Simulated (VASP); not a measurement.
Wanted: the native input for a VASP 6.6.1 run.

* Task: single point
* Functional: LDA
* Potentials or basis: VASP PAW LDA potentials, release 64 (Sn_d, O)
* Cutoff: 520 eV
* k mesh: 6 × 6 × 6
* Occupations: gaussian, width 0.05 eV
* Spin: no spin polarisation
* Dipole correction: no
* Further INCAR settings: ALGO = Normal; EDIFF = 1e-07; NBANDS = 64

The structure of SnO2 lies in POSCAR:

```
SnO2
1.0
    4.9842762419      0.0000000000      0.0000000000
    0.0000000000      5.8756777114      0.0000000000
    0.0000000000      0.0000000000      5.5144436067
Sn O
4 8
Direct
    0.5000000000      0.6673419135      0.7500000000
    0.0000000000      0.8326580865      0.2500000000
    0.5000000000      0.3326580865      0.2500000000
    0.0000000000      0.1673419135      0.7500000000
    0.7309254637      0.6050162923      0.0776916535
    0.2309254637      0.8949837077      0.9223083465
    0.7690745363      0.8949837077      0.5776916535
    0.2690745363      0.6050162923      0.4223083465
    0.7309254637      0.3949837077      0.5776916535
    0.2309254637      0.1050162923      0.4223083465
    0.7690745363      0.1050162923      0.0776916535
    0.2690745363      0.3949837077      0.9223083465
```

These files were run (other wordings do the same):

INCAR

```
ALGO = Normal
EDIFF = 1E-7
ENCUT = 520
ISIF = 2
ISMEAR = 0
LASPH = True
LCHARG = False
LREAL = False
LWAVE = False
NBANDS = 64
NELM = 100
PREC = Accurate
SIGMA = 0.05
```

KPOINTS

```
k-points
0
Gamma
  6 6 6
```

Potentials or basis: VASP PAW LDA potentials, release 64 (Sn_d, O).

The run is started by

```bash
$ cat potpaw_LDA.64/Sn_d/POTCAR potpaw_LDA.64/O/POTCAR > POTCAR
$ mpirun -np 1 vasp_std > vasp.out
```

Results of the run:

- Pressure: -21.9 GPa
- Largest force: 0.381 eV/Å
- Band gap on the k mesh: 0.07 eV (least direct gap 0.09 eV)

Caveat: the cell stands under tension; spin-orbit coupling is left out, which moves the levels of the heavy elements.

Wall time 5.4 min on 1 thread of Intel(R) Xeon(R) 6975P-C (Granite Rapids), with other jobs on the host, peak memory 0.53 GiB.
